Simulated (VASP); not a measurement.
Set up this calculation in VASP 6.6.1, as the native input.

| Property | Result |
| --- | --- |
| Task | single point |
| Functional | r2SCAN |
| Potentials or basis | VASP PAW PBE potentials, release 64 (K_sv, I) |
| Cutoff | 520 eV |
| k mesh | 4 × 4 × 4 |
| Occupations | fermi-dirac, width 0.5 eV |
| Spin | no spin polarisation |
| Dipole correction | no |
| Further INCAR settings | ALGO = Normal; EDIFF = 1e-06; NBANDS = 15 |

The system is KI.

```
K I
1.0
     4.29109    0.00000    0.00000
     0.00000    4.29109    0.00000
     0.00000    0.00000    4.29109
K I
1 1
Direct
  0.00000 0.00000 0.00000
  0.50000 0.50000 0.50000
```

One way to write it, as run:

POSCAR

```
KI
1.0
    4.2910851346      0.0000000000      0.0000000000
    0.0000000000      4.2910851346      0.0000000000
    0.0000000000      0.0000000000      4.2910851346
K I
1 1
Direct
    0.0000000000      0.0000000000      0.0000000000
    0.5000000000      0.5000000000      0.5000000000
```

INCAR.step1

```
PREC     = Accurate       # precision mode
ENCUT    = 520            # plane-wave cutoff, eV
ISMEAR   = -1             # smearing method
SIGMA    = 0.5            # smearing width, eV
LREAL    = False          # projectors in reciprocal space
LASPH    = True           # aspherical terms in the spheres
NELM     = 80             # most SCF steps
NBANDS   = 15             # bands
GGA      = PE             # functional
ALGO     = Normal         # electronic algorithm
EDIFF    = 1E-4           # SCF threshold, eV
LWAVE    = True           # write WAVECAR
LCHARG   = False          # write CHGCAR
```

INCAR.step2

```
PREC     = Accurate       # precision mode
ENCUT    = 520            # plane-wave cutoff, eV
EDIFF    = 1E-6           # SCF threshold, eV
ISMEAR   = -1             # smearing method
SIGMA    = 0.5            # smearing width, eV
LREAL    = False          # projectors in reciprocal space
LASPH    = True           # aspherical terms in the spheres
NELM     = 80             # most SCF steps
ALGO     = Normal         # electronic algorithm
ISIF     = 2              # what is computed and relaxed
LWAVE    = False          # write WAVECAR
LCHARG   = False          # write CHGCAR
METAGGA  = R2SCAN         # meta-GGA
LMIXTAU  = True         
NBANDS   = 15             # bands
ISTART   = 1
```

KPOINTS

```
Automatic mesh
0
Gamma
  4 4 4
```

Potentials or basis: VASP PAW PBE potentials, release 64 (K_sv, I).

Launch:

```console
$ cat potpaw_PBE.64/K_sv/POTCAR potpaw_PBE.64/I/POTCAR > POTCAR
$ cp INCAR.step1 INCAR
$ mpirun -np 1 vasp_std > vasp.out
$ cp INCAR.step2 INCAR
$ mpirun -np 1 vasp_std > vasp.out
```

Results of the run:

The pressure is 0.1 GPa and the band gap on the k mesh is 4.04 eV (least direct gap 4.41 eV).

Caveat: so wide a smearing shifts energies and pressures; the PAW data sets were made with another functional, which shifts forces and pressure a little; spin-orbit coupling is left out, which moves the levels of the heavy elements.

Wall time 40 s on 1 thread of Oxide Virtual Turin-like Processor, with other jobs on the host, peak memory 0.16 GiB.
